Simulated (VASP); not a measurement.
## KCl: single point with r2SCAN

Crystal: KCl.

```xyz
2
Lattice="0.0000 3.1561 3.4086 3.1561 0.0000 3.4086 3.1561 3.1561 0.0000" Properties=species:S:1:pos:R:3 pbc="T T T"
K     0.0000    0.0000    0.0000
Cl    3.1561    3.1561    3.4086
```

This cell differs from its parent crystal: strain +0.000 along x and y, +0.080 along z.

```json
{
  "Program": "VASP 6.6.1",
  "Task": "single point",
  "Functional": "r2SCAN",
  "Potentials or basis": "VASP PAW PBE potentials, release 64 (K_sv, Cl)",
  "Cutoff": "550 eV",
  "k mesh": "6 × 6 × 6",
  "Occupations": "gaussian, width 0.05 eV",
  "Spin": "no spin polarisation"
}
```

```json
{"Pressure": "-1.1 GPa", "Band gap on the k mesh": "5.52 eV"}
```

Stress tensor (GPa, compression positive):
```
-0.56  0.00  0.00
 0.00 -0.56  0.00
 0.00  0.00 -2.18
```

Levels at points of the mesh, in eV from the valence-band top:
```tsv
k point	band 6	band 7	band 8	band 9	band 10	band 11
(0.00, 0.00, 0.00)	-0.03	0.00	0.00	5.52	8.69	9.15
(0.50, 0.00, 0.00)	-0.92	-0.28	-0.28	7.86	8.86	11.00
(0.50, 0.50, 0.00)	-0.66	-0.16	-0.16	7.17	8.79	9.84
(0.50, 0.00, 0.50)	-0.59	-0.26	-0.22	7.06	8.84	10.31
```

Wall time 5 min on 1 thread of AMD EPYC 7R13, on a shared host, peak memory 0.2 GiB.

Caveat: the cell differs from its parent crystal (strain +0.000 along x and y, +0.080 along z); the PAW data sets were made with another functional, which shifts forces and pressure a little.
